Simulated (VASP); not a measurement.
# Si16C15 (a cell with a defect) in VASP: a series of runs

Si16C15 (a cell with a defect) is run at these levels: PBE; tasks: single point.

Program: VASP 6.6.1. These are calculated values, not measurements. Logs are shortened: lines on timing, memory, paths and dates and some standing lists are left out, and cuts for length are marked.

## (1) The cell of the first run

The cell holds a defect, 31 atoms: a = 6.188 Å, b = 6.188 Å, c = 10.129 Å, α = 90.00°, β = 90.00°, γ = 120.00°.

## (2) Single point, PBE (atoms taken out, then relaxed in part)

The input, INCAR:

```
SYSTEM = Si16C15
PREC     = Accurate       ! precision mode
ENCUT    = 520            ! plane-wave cutoff, eV
EDIFF    = 1E-6           ! SCF threshold, eV
ISMEAR   = 0              ! smearing method
SIGMA    = 0.01           ! smearing width, eV
LREAL    = Auto         
LASPH    = .TRUE.         ! aspherical terms in the spheres
NELM     = 100            ! most SCF steps
ALGO     = Normal         ! electronic algorithm
ISIF     = 2              ! what is computed and relaxed
LWAVE    = .FALSE.        ! write WAVECAR
LCHARG   = .TRUE.         ! write CHGCAR
GGA      = PE             ! functional
LELF     = .TRUE.         ! ELF
LVHAR    = .TRUE.       
NELECT   = 126.0        
NBANDS   = 83             ! bands
```

The input, KPOINTS:

```
Automatic mesh
0
G
  4 4 2
  0 0 0
```

The input, POSCAR:

```
Si16C15
1.0
    3.0941201761     -5.3591733614      0.0000000000
   -6.1882403623      0.0000000058      0.0000000000
    0.0000000000      0.0000000000    -10.1293391959
Si C
16 15
Direct
    0.3442351532      0.1889298583      0.0716421086
    0.8351023611      0.1707451287      0.0651567869
    0.3383964460      0.6763047374      0.0640230211
    0.8373744141      0.6762840548      0.0640296376
    0.1657942010      0.3303731806      0.5609546817
    0.6640944169      0.3303861370      0.5609690801
    0.1658261262      0.8321812407      0.5625152123
    0.6628239451      0.8261165373      0.5601604771
    0.4906033186      0.0118556114      0.3137670043
    1.0207573795      0.0118250230      0.3137647301
    0.4695613956      0.4396184321      0.3011576467
    1.0004239928      0.5013468869      0.3093422990
    0.0011680295      0.5028320637      0.8134298813
    0.5031370172      0.5067760733      0.8114557220
    0.0011079918      1.0040512638      0.8137780893
    0.5024382759      1.0040509175      0.8137878937
    0.8328161568      0.1661235549      0.2518648282
    0.3334680557      0.6656399330      0.2501991771
    0.8315889156      0.6655893129      0.2502196383
    0.1679097556      0.3369403366      0.7499964685
    0.6685370115      0.3369353299      0.7500048607
    0.1677891217      0.8360911188      0.7513285906
    0.6684888910      0.8374852244      0.7484710064
   -0.0054600979     -0.0053782421      0.5036784722
    0.4996080266     -0.0053406067      0.5036806912
   -0.0009826400      0.4985448940      0.4993328931
    0.4961669699      0.4928262299      0.4988611894
    0.5079648578      0.5164489327      0.9941042351
    1.0026836648      0.5058832181      0.9993627915
    0.5038447553      1.0092460570      0.9994538325
    1.0048971713      1.0092479102      0.9994624593
```

Potentials or basis: VASP PAW PBE potentials, release 64 (Si, C).

Launch:

```bash
$ cat potpaw_PBE.64/Si/POTCAR potpaw_PBE.64/C/POTCAR > POTCAR
$ mpirun -np 1 vasp_std > vasp.out
```

OUTCAR:

```text
SYSTEM = Si16C15
   PREC = Accurate
   ENCUT = 520
   EDIFF = 1E-6
   ISMEAR = 0
   LREAL = Auto
   LASPH = .TRUE.
   NELM = 100
   ISIF = 2
   GGA = PE
   NELECT = 126.0

 ion  position               nearest neighbor table
   1  0.344  0.189  0.072-  28 1.92  30 1.96  31 1.96  11 2.69   9 3.00  10 3.00   4 3.03   3 3.04
                             2 3.10   2 3.10  14 3.14
   2  0.835  0.171  0.065-  17 1.89  30 1.90  31 1.90  29 1.92  12 3.04   3 3.07   4 3.07   1 3.10
                             1 3.10  16 3.11  15 3.11  13 3.11   4 3.12   3 3.12   9 3.12  10 3.12
   3  0.338  0.676  0.064-  18 1.89  30 1.90  28 1.90  29 1.91   1 3.04   2 3.07  12 3.08  16 3.08
                             4 3.09   4 3.10   9 3.11  13 3.12   2 3.12  14 3.12  11 3.12
   4  0.837  0.676  0.064-  19 1.89  31 1.90  28 1.90  29 1.91   1 3.03   2 3.07  12 3.08  15 3.08
                             3 3.09   3 3.10  10 3.11  13 3.12   2 3.12  14 3.12  11 3.12
   5  0.166  0.330  0.561-  27 1.88  24 1.89  26 1.90  20 1.92  10 3.03   8 3.07   7 3.08   6 3.08
                            15 3.10   6 3.10   7 3.11  11 3.11  14 3.12   8 3.12  12 3.12  13 3.13
   6  0.664  0.330  0.561-  27 1.88  25 1.89  26 1.90  21 1.92   9 3.03   8 3.07   7 3.08   5 3.08
                            16 3.10   5 3.10   7 3.11  11 3.11  14 3.12   8 3.12  12 3.12  13 3.13
   7  0.166  0.832  0.563-  24 1.89  25 1.89  26 1.90  22 1.91  10 3.06   9 3.06   5 3.08   6 3.08
                             8 3.09  13 3.09   8 3.09   6 3.11   5 3.11  12 3.12  15 3.12  16 3.12
   8  0.663  0.826  0.560-  24 1.87  25 1.87  27 1.89  23 1.91  14 3.07   6 3.07   5 3.07   7 3.09
                             7 3.09   5 3.12   6 3.12  15 3.14  16 3.14  10 3.15   9 3.15
   9  0.491  0.012  0.314-  25 1.93  17 1.94  18 1.97  11 2.72  10 2.91   1 3.00   6 3.03   7 3.06
                            12 3.09  12 3.10   3 3.11   2 3.12   8 3.15
  10  0.021  0.012  0.314-  24 1.93  17 1.94  19 1.97  11 2.72   9 2.91   1 3.00   5 3.03   7 3.06
                            12 3.09  12 3.10   4 3.11   2 3.12   8 3.15
  11  0.470  0.440  0.301-  27 2.02  19 2.03  18 2.03   1 2.69   9 2.72  10 2.72   5 3.11   6 3.11
                            12 3.11  12 3.11   4 3.12   3 3.12
  12  0.000  0.501  0.309-  18 1.88  19 1.88  17 1.89  26 1.92   2 3.04   4 3.08   3 3.08   9 3.09
                            10 3.09  10 3.10   9 3.10  11 3.11  11 3.11   7 3.12   5 3.12   6 3.12
  13  0.001  0.503  0.813-  29 1.88  22 1.89  21 1.89  20 1.89  15 3.09  16 3.09  14 3.09  14 3.09
                             7 3.09  16 3.10  15 3.10   2 3.11   3 3.12   4 3.12   6 3.13   5 3.13
  14  0.503  0.507  0.811-  28 1.85  23 1.88  20 1.90  21 1.90   8 3.07  15 3.08  16 3.08  13 3.09
                            13 3.09  16 3.11  15 3.11   6 3.12   5 3.12   4 3.12   3 3.12   1 3.14
  15  0.001  0.004  0.814-  31 1.88  20 1.90  23 1.90  22 1.90  14 3.08   4 3.08  16 3.09  13 3.09
                             5 3.10  13 3.10  16 3.10   2 3.11  14 3.11   7 3.12   8 3.14
  16  0.502  0.004  0.814-  30 1.88  21 1.90  23 1.90  22 1.90  14 3.08   3 3.08  15 3.09  13 3.09
                             6 3.10  13 3.10  15 3.10   2 3.11  14 3.11   7 3.12   8 3.14
  17  0.833  0.166  0.252-  12 1.89   2 1.89   9 1.94  10 1.94
  18  0.333  0.666  0.250-  12 1.88   3 1.89   9 1.97  11 2.03
  19  0.832  0.666  0.250-  12 1.88   4 1.89  10 1.97  11 2.03
  20  0.168  0.337  0.750-  13 1.89  15 1.90  14 1.90   5 1.92
  21  0.669  0.337  0.750-  13 1.89  16 1.90  14 1.90   6 1.92
  22  0.168  0.836  0.751-  13 1.89  15 1.90  16 1.90   7 1.91
  23  0.668  0.837  0.748-  14 1.88  15 1.90  16 1.90   8 1.91
  24  0.995  0.995  0.504-   8 1.87   7 1.89   5 1.89  10 1.93
  25  0.500  0.995  0.504-   8 1.87   7 1.89   6 1.89   9 1.93
  26  0.999  0.499  0.499-   7 1.90   6 1.90   5 1.90  12 1.92
  27  0.496  0.493  0.499-   5 1.88   6 1.88   8 1.89  11 2.02
  28  0.508  0.516  0.994-  14 1.85   4 1.90   3 1.90   1 1.92
  29  0.003  0.506  0.999-  13 1.88   3 1.91   4 1.91   2 1.92
  30  0.504  0.009  0.999-  16 1.88   2 1.90   3 1.90   1 1.96
  31  0.005  0.009  0.999-  15 1.88   2 1.90   4 1.90   1 1.96

  LATTYP: Found a hexagonal cell.
 ALAT       =     6.1882403623
 C/A-ratio  =     1.6368690618

  Lattice vectors:

 A1 = (   3.0941201761,  -5.3591733614,   0.0000000000)
 A2 = (  -6.1882403623,   0.0000000058,   0.0000000000)
 A3 = (   0.0000000000,   0.0000000000, -10.1293391959)

Analysis of symmetry for initial positions (statically):
=====================================================================
 Subroutine PRICEL returns:
 Original cell was already a primitive cell.

 Routine SETGRP: Setting up the symmetry group for a
 hexagonal supercell.

 Subroutine GETGRP returns: Found  1 space group operations
 (whereof  1 operations were pure point group operations)
 out of a pool of 24 trial point group operations.

The static configuration has the point symmetry C_1 .

Analysis of symmetry for dynamics (positions and initial velocities):
=====================================================================
 Subroutine PRICEL returns:
 Original cell was already a primitive cell.

 Routine SETGRP: Setting up the symmetry group for a
 hexagonal supercell.

 Subroutine GETGRP returns: Found  1 space group operations
 (whereof  1 operations were pure point group operations)
 out of a pool of 24 trial point group operations.

The dynamic configuration has the point symmetry C_1 .

[... 99 lines left out ...]

  Length of vectors
     0.046648985  0.046648985  0.049361562

  Shift w.r.t. Gamma in fractional coordinates (k-lattice)
     0.000000000  0.000000000  0.000000000

 Subroutine IBZKPT returns following result:
 ===========================================

 Found     20 irreducible k-points:

 Following reciprocal coordinates:
            Coordinates               Weight
  0.000000  0.000000  0.000000      1.000000
  0.250000  0.000000  0.000000      2.000000
  0.000000  0.250000  0.000000      2.000000
 -0.250000  0.250000  0.000000      2.000000
  0.500000  0.000000  0.000000      1.000000
  0.000000  0.500000  0.000000      1.000000
[... 12 lines left out ...]
 -0.250000  0.500000  0.500000      2.000000
  0.500000  0.250000  0.500000      2.000000
   k-points           NKPTS =     20   k-points in BZ     NKDIM =     20   number of bands    NBANDS=     83
   number of dos      NEDOS =    301   number of ions     NIONS =     31
   total plane-waves  NPLWV = 184320
   dimension x,y,z NGX =    48 NGY =   48 NGZ =   80
   dimension x,y,z NGXF=    96 NGYF=   96 NGZF=  160
   ions per type =              16  15
   NGX,Y,Z   is equivalent  to a cutoff of  12.90, 12.90, 13.13 a.u.
   NGXF,Y,Z  is equivalent  to a cutoff of  25.79, 25.79, 26.26 a.u.
 SYSTEM =  Si16C15
   PREC   = accura    normal or accurate (medium, high low for compatibility)
   ISTART =      0    job   : 0-new  1-cont  2-samecut
   ICHARG =      2    charge: 1-file 2-atom 10-const
   ISPIN  =      1    spin polarized calculation?
   LNONCOLLINEAR =      F non collinear calculations
   LSORBIT =      F    spin-orbit coupling
   LASPH  =      T    aspherical Exc in radial PAW
   ENCUT  =  520.0 eV  38.22 Ry    6.18 a.u.  11.51 11.51 18.83*2*pi/ulx,y,z
   NELM   =    100;   NELMIN=  2; NELMDL= -5     # of ELM steps
   EDIFF  = 0.1E-05   stopping-criterion for ELM
   LREAL  =      T    real-space projection
   EDIFFG = 0.1E-04   stopping-criterion for IOM
   NSW    =      0    number of steps for IOM
   IBRION =     -1    ionic relax: 0-MD 1-quasi-New 2-CG
   NFREE  =      0    steps in history (QN), initial steepest desc. (CG)
   ISIF   =      2    stress and relaxation
   ISYM   =      2    0-nonsym 1-usesym 2-fastsym
   POTIM  = 0.5000    time-step for ionic-motion
   TEBEG  =    0.0;   TEEND  =   0.0 temperature during run
   PSTRESS=    0.0 pullay stress
   NELECT =     126.0000    total number of electrons
   NUPDOWN=      -1.0000    fix difference up-down
   EMIN   =  10.00;   EMAX   =-10.00  energy-range for DOS
   EFERMI =   0.00;   METHOD = LEGACY
   ISMEAR =     0;   SIGMA  =   0.01  broadening in eV -4-tet -1-fermi 0-gaus
   EFERMI_NEDOS =   21; number of points for ismear=-14 and -15
   IALGO  =     38    algorithm
   IMIX   =      4    mixing-type and parameters
     AMIX     =   0.40;   BMIX     =  1.00
     AMIX_MAG =   1.60;   BMIX_MAG =  1.00
  volume/ion in A,a.u.               =      10.84        73.13
  Fermi-wavevector in a.u.,A,eV,Ry     =   1.180637  2.231080 18.965205  1.393903
  Thomas-Fermi vector in A             =   2.316925
   LORBIT       =      0    0 simple, 1 ext, 2 COOP (PROOUT), +10 PAW based schemes
   GGA     = PE    functional components
   LHFCALC =     F    Hartree Fock is set to
   AEXX    =    0.0000 exact exchange contribution
   IVDW    =     0    specifies the selected vdW correction
   LEPSILON=     F    determine dielectric tensor
   LRPA    =     F    only Hartree local field effects (RPA)
 non-spin polarized calculation
 Gauss-broadening in eV      SIGMA  =   0.01
  energy-cutoff  :      520.00
  volume of cell :      335.93
 maximum number of plane-waves:      9074
 NGX is ok and might be reduce to    48
   NGX = 23   NGY = 23   NGZ = 37

 number of electron     126.0000001 magnetization

 Free energy of the ion-electron system (eV)
  ---------------------------------------------------
  ext. energy  EPLUGINS =         0.00000000
  ---------------------------------------------------
  free energy    TOTEN  =      -208.32659472 eV

  energy without entropy =     -208.32653672  energy(sigma->0) =     -208.32656572

 E-fermi :   9.7913     XC(G=0): -11.2945

 val. band max:        9.7753517156   @ k =   0.0000   0.2500   0.5000
 cond. band min:       9.8089966172   @ k =   0.2500   0.2500   0.5000
 fundamental gap:      0.0336449016
 Fermi energy:         9.7912935908

 k-point     1 :       0.0000    0.0000    0.0000
  band No.  band energies     occupation
      1      -7.5659      2.00000
      2      -6.4418      2.00000
      3      -6.0494      2.00000
      4      -4.2568      2.00000
      5      -4.2440      2.00000
      6      -4.2410      2.00000
[... 1549 lines left out ...]
     74      13.3022      0.00000
     75      13.4191      0.00000
 [bands above 75 left out]

------------------------ aborting loop because EDIFF is reached ----------------------------------------

  FORCE on cell =-STRESS in cart. coord.  units (eV):
  Direction    XX          YY          ZZ          XY          YZ          ZX
  --------------------------------------------------------------------------------------
  -------------------------------------------------------------------------------------
  Total       15.1182821     17.6554473     28.1631030     -2.1953753     -2.5222419     -4.3688061
  in kB       72.1052575     84.2060340    134.3213327    -10.4706410    -12.0296012    -20.8366194
  external PRESSURE =      96.8775414 kB  Pullay stress =       0.0000000 kB

 VOLUME and BASIS-vectors are now :
 -----------------------------------------------------------------------------
  energy-cutoff  :      520.00
  volume of cell :      335.93
      direct lattice vectors                 reciprocal lattice vectors
     3.094120176 -5.359173361  0.000000000    -0.000000000 -0.186595942  0.000000000
    -6.188240362  0.000000006  0.000000000    -0.161596826 -0.093297971  0.000000000
     0.000000000  0.000000000-10.129339196     0.000000000  0.000000000 -0.098723123

 POSITION                                       TOTAL-FORCE (eV/Angst)
 -----------------------------------------------------------------------------------
     -0.10404     -1.84482     -0.72569         0.011794      0.010517      0.022245
      1.52730     -4.47546     -0.66000        -0.000151     -0.003174      0.009765
     -3.13810     -1.81353     -0.64851        -0.008580      0.011026      0.014762
     -1.59407     -4.48763     -0.64858         0.003141     -0.014218      0.015036
     -1.53144     -0.88852     -5.68210        -0.004760      0.010209     -0.000214
      0.01028     -3.55900     -5.68225         0.006893     -0.007339      0.001261
[... 23 lines left out ...]
      1.50174     -2.70019    -10.12381         0.006768      0.015138     -0.008549
     -0.04208     -0.02624    -10.12389         0.014738      0.001351     -0.006115
 -----------------------------------------------------------------------------------
    total drift:                               -0.006494     -0.008834      0.016395

  FREE ENERGIE OF THE ION-ELECTRON SYSTEM (eV)
  ---------------------------------------------------
  free  energy   TOTEN  =      -208.3265947235 eV

  energy  without entropy=     -208.3265367158  energy(sigma->0) =     -208.32656572
```

Wall time 13 min (1 thread of Intel Xeon Platinum 8488C (Sapphire Rapids), shared host); peak memory 0.61 GiB.

What came out:

```
Free energy   : -208.3266 eV
Largest force : 0.028 eV/Å
```

Forces on the atoms (eV/Å):
```
Si   0.012  0.011  0.022
Si   0.000 -0.003  0.010
Si  -0.009  0.011  0.015
Si   0.003 -0.014  0.015
Si  -0.005  0.010  0.000
Si   0.007 -0.007  0.001
Si   0.005 -0.002 -0.009
Si  -0.013 -0.003 -0.003
Si  -0.002 -0.006 -0.008
Si  -0.009  0.003 -0.007
Si  -0.007 -0.003  0.003
Si   0.009  0.007  0.006
Si  -0.004 -0.002 -0.008
Si  -0.003 -0.002 -0.002
Si   0.007  0.003 -0.013
Si   0.006  0.005 -0.009
C   -0.020 -0.015  0.012
C    0.000  0.012  0.003
C    0.015 -0.008  0.007
C    0.003 -0.001  0.001
C   -0.003  0.003  0.001
C    0.008  0.002  0.002
C    0.012  0.008 -0.010
C   -0.015 -0.014  0.001
C   -0.016 -0.006  0.001
C   -0.003 -0.004  0.006
C   -0.002 -0.002 -0.004
C   -0.002  0.000 -0.005
C    0.002  0.001 -0.015
C    0.007  0.015 -0.009
C    0.015  0.001 -0.006
```

Levels at points of the mesh, in eV from the Fermi level:
| k point | band 59 | band 60 | band 61 | band 62 | band 63 | band 64 | band 65 | band 66 | band 67 | band 68 |
| --- | --- | --- | --- | --- | --- | --- | --- | --- | --- | --- |
| (0.00, 0.00, 0.00) | -2.41 | -2.21 | -2.16 | -0.46 | 0.06 | 0.12 | 0.18 | 0.23 | 0.63 | 0.76 |
| (0.50, 0.00, 0.00) | -2.96 | -2.78 | -2.41 | -1.63 | -0.57 | 0.86 | 1.58 | 1.62 | 1.65 | 1.84 |
| (0.00, 0.50, 0.00) | -2.96 | -2.71 | -2.22 | -1.58 | -0.47 | 0.51 | 1.59 | 1.63 | 1.66 | 1.87 |
| (0.50, 0.50, 0.00) | -2.96 | -2.78 | -2.41 | -1.63 | -0.57 | 0.86 | 1.58 | 1.62 | 1.65 | 1.84 |
| (0.00, 0.00, 0.50) | -2.39 | -2.29 | -2.27 | -1.11 | 0.33 | 0.45 | 0.49 | 0.54 | 0.86 | 0.95 |
| (0.50, 0.00, 0.50) | -3.01 | -2.91 | -2.59 | -1.39 | -0.35 | 0.73 | 1.69 | 1.74 | 1.77 | 1.85 |
| (0.00, 0.50, 0.50) | -3.04 | -2.93 | -2.36 | -1.31 | -0.14 | 0.40 | 1.73 | 1.76 | 1.77 | 1.83 |
| (0.50, 0.50, 0.50) | -3.02 | -2.91 | -2.59 | -1.39 | -0.35 | 0.73 | 1.69 | 1.74 | 1.77 | 1.85 |

Caveat: the cell carries a net charge on a neutralising background, which shifts energy and pressure; the cell differs from its parent crystal (atoms taken out, then relaxed in part); the cell is charged against a uniform background, so pressure and absolute levels hang on convention.

(Part 1 of 2 ends here.)
